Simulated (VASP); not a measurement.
A run of VASP 6.6.1 is set up as follows.

File INCAR:

```
  ALGO = Normal
  EDIFF = 1E-7
  ENCUT = 520
  GGA = PE
  ISIF = 2
  ISMEAR = 0
  LASPH = True
  LCHARG = False
  LREAL = False
  LWAVE = False
  NBANDS = 41
  NELM = 100
  PREC = Accurate
  SIGMA = 0.1
```

The input KPOINTS:

```
k-points
0
Gamma
  8 10 6
```

POSCAR

```
Ti3Si4Ni
1.0
    4.8845003416      0.0000000000     -0.0120853693
    0.0000000000      3.6310359834      0.0000000000
   -1.3191902701      0.0000000000      6.5857150190
Ti Si Ni
3 4 1
Direct
    0.9680571269      0.0000000000      0.4594672974
    0.4884155958      0.5000000000      0.5653883335
    0.8631401166      0.0000000000      0.9632895282
    0.4560261715      0.0000000000      0.2525139923
    0.3426538035      0.0000000000      0.7962683765
    0.0042882138      0.5000000000      0.7262556992
    0.0798794119      0.5000000000      0.2259488318
    0.3915395602      0.5000000000      0.0108679410
```

Potentials or basis: VASP PAW PBE potentials, release 64 (Ti_sv, Si, Ni).

Run with:

```console
$ cat potpaw_PBE.64/Ti_sv/POTCAR potpaw_PBE.64/Si/POTCAR potpaw_PBE.64/Ni/POTCAR > POTCAR
$ mpirun -np 1 vasp_std > vasp.out
```

Task: Estimate the pressure.

Result: 0.0 GPa.

Task: Estimate the largest force.

Result: 0.016 eV/Å.

Task: What does it give for the band gap on the k mesh?

Result: Zero (bands 31 and 32 overlap by 0.56 eV).

Forces on the atoms (eV/Å):
```
Ti  -0.006  0.000 -0.004
Ti   0.002  0.000 -0.015
Ti   0.006  0.000  0.000
Si  -0.012  0.000  0.011
Si  -0.002  0.000 -0.003
Si   0.000  0.000 -0.001
Si   0.001  0.000  0.003
Ni   0.010  0.000  0.009
```

Spin polarisation is off, so any magnetic state and its effect on volume and gap are missing.
